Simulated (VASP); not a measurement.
**B3C2: single point with PBE**

Crystal: B3C2.

```
CELL_PARAMETERS angstrom
2.92245 0.00000 0.00000
-1.46123 2.53092 0.00000
0.00000 0.00000 6.43181
ATOMIC_POSITIONS crystal
B 0.66667 0.33333 0.64750
B 0.66667 0.33333 0.35250
B 0.66667 0.33333 0.00000
C 0.33333 0.66667 0.90567
C 0.33333 0.66667 0.09433
```

The cell was built from a structure type or drawn by symmetry, and may not be a known phase.

```json
{
  "Program": "VASP 6.6.1",
  "Task": "single point",
  "Functional": "PBE",
  "Potentials or basis": "VASP PAW PBE potentials, release 64 (B, C)",
  "Cutoff": "520 eV",
  "k mesh": "6 × 6 × 4",
  "Occupations": "gaussian, width 0.1 eV",
  "Spin": "no spin polarisation"
}
```

The pressure is 0.7 GPa and the largest force is 12.975 eV/Å. The band gap on the k mesh is zero (an odd number of electrons rules out a gap without spin polarisation).

Forces on the atoms (eV/Å):
```
B     0.000   0.000  -0.866
B     0.000   0.000   0.866
B     0.000   0.000   0.000
C     0.000   0.000 -12.975
C     0.000   0.000  12.975
```

Stress tensor (GPa, compression positive):
```
-18.15   0.00   0.00
  0.00 -18.15   0.00
  0.00   0.00  38.49
```

Levels at points of the mesh, in eV from the Fermi level:
| k point | band 6 | band 7 | band 8 | band 9 | band 10 | band 11 |
| --- | --- | --- | --- | --- | --- | --- |
| (0.00, 0.00, 0.00) | -6.45 | -1.88 | 1.55 | 2.73 | 2.73 | 3.31 |
| (0.50, 0.00, 0.00) | -6.09 | -5.62 | -1.86 | 0.94 | 1.38 | 1.42 |
| (0.00, 0.00, 0.50) | -6.81 | -1.09 | 2.29 | 2.84 | 2.84 | 2.85 |
| (0.50, 0.00, 0.50) | -5.87 | -5.04 | -1.65 | -1.56 | 0.74 | 0.98 |

Run time: 30 s on 1 thread of AMD EPYC 7R13, on a shared host, peak memory 0.13 GiB.

Caveat: the k points lie up to 0.41 Å⁻¹ apart, too coarse for converged energies and pressures of a metal; forces of over 1 eV/Å act on the atoms, so gaps and moduli don't describe the material at rest.
